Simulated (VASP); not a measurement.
A run of VASP 6.6.1:

INCAR

```
  ALGO = Normal
  EDIFF = 1E-7
  ENCUT = 520
  GGA = PE
  ISIF = 2
  ISMEAR = -1
  LASPH = T
  LCHARG = T
  LELF = T
  LREAL = F
  LVHAR = T
  LWAVE = F
  NBANDS = 45
  NELM = 80
  PREC = Accurate
  SIGMA = 0.02
```

The input KPOINTS:

```
k-points
0
Gamma
  4 4 9
```

The input POSCAR:

```
Si3N4
1.0
    7.6170000000      0.0000000000      0.0000000000
   -3.8085000000      6.5965155006      0.0000000000
    0.0000000000      0.0000000000      2.9134000000
Si N
6 8
Direct
    0.1740483648      0.7679428879      0.2500000000
    0.4061054770      0.1740483648      0.7500000000
    0.2320571121      0.4061054770      0.2500000000
    0.8259516352      0.2320571121      0.7500000000
    0.5938945230      0.8259516352      0.2500000000
    0.7679428879      0.5938945230      0.7500000000
    0.3333333333      0.6666666667      0.2500000000
    0.6666666667      0.3333333333      0.7500000000
    0.3297879504      0.0300001268      0.2500000000
    0.2997878236      0.3297879504      0.7500000000
    0.9699998732      0.2997878236      0.2500000000
    0.6702120496      0.9699998732      0.7500000000
    0.7002121764      0.6702120496      0.2500000000
    0.0300001268      0.7002121764      0.7500000000
```

Potentials or basis: VASP PAW PBE potentials, release 64 (Si, N).

Run with:

```console
$ cat potpaw_PBE.64/Si/POTCAR potpaw_PBE.64/N/POTCAR > POTCAR
$ mpirun -np 1 vasp_std > vasp.out
```

Hardware: 1 thread of Intel Xeon 8259CL (shared host).

Task: How long does it take, and how much memory?

Result: Run time: 3.3 min on 1 thread of Intel Xeon 8259CL, with other jobs on the host, peak memory 0.31 GiB. Counts: scf iterations 16, k points 20.
